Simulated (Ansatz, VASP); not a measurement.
## Two plane-wave programs on As

INCAR

```
SYSTEM = As
  ALGO = Normal
  EDIFF = 1E-6
  ENCUT = 520
  ISIF = 2
  ISMEAR = -1
  LASPH = .True.
  LCHARG = .False.
  LREAL = .False.
  LWAVE = .False.
  NBANDS = 12
  NELM = 100
  PREC = Accurate
  SIGMA = 0.1
```

Contents of KPOINTS:

```
k-points
0
Gamma
  16 16 10
  0 0 0
```

Contents of POSCAR:

```
As
1.0
   -3.0853818571      2.7042295124      1.4185557009
    2.7042295124     -3.0853818571      1.4185557009
    3.0354781455      3.0354781455     -2.1166369183
As
2
Direct
    0.0208380531      0.9791619469      0.0000000000
    0.7291619469      0.2708380531      0.5000000000
```

Input for Ansatz:

```yaml
crystal:
  lattice:
    - [-3.0853818571, 2.7042295124, 1.4185557009]
    - [2.7042295124, -3.0853818571, 1.4185557009]
    - [3.0354781455, 3.0354781455, -2.1166369183]
  atoms:
    - { symbol: As, position: [0.0208380531, 0.9791619469, 0.0] }
    - { symbol: As, position: [0.7291619469, 0.2708380531, 0.5] }
hamiltonian:
  xc: lda
  pseudopotentials:
    kind: paw
    azcp:
      As: "pseudopotentials/As.paw.azcp"
basis:
  ecutwfc: 420
  fft_grid_basis: typed
kpoints:
  mp_grid: { grid: [16, 16, 10], shift: [0, 0, 0] }
magnetization:
  spin_polarized: false
scf:
  occupations: { method: fermi_dirac, width: 0.1 }
  lower_state_search: "off"
output:
  stress: true
```

Alike in both runs: task single point; functional LDA; k mesh 16 × 16 × 10; occupations fermi-dirac, width 0.1 eV; no spin polarisation.

|  | VASP | Ansatz |
| --- | --- | --- |
| version | VASP 6.6.1 | Ansatz 0.2.0 |
| potentials or method | VASP PAW LDA potentials, release 64 (As), cutoff 520 eV | plane waves (420 eV) with PAW, scalar-relativistic |
| valence electrons in the cell | 10 | 30 |

```csv
,VASP,Ansatz,Ansatz less VASP
pressure (GPa),-7.3,-7.5,-0.23
"traceless stress, the component that is largest in VASP (GPa)",-0.77,-0.79,-0.021
```

Ansatz warns that its potentials were made for another functional, while VASP's fit it. LDA's correlation is that of Perdew and Zunger in VASP and of Perdew and Wang (1992) in Ansatz. VASP's potentials hold 10 valence electrons a cell and Ansatz's 30, so a difference there can come from the potentials and not from the codes.
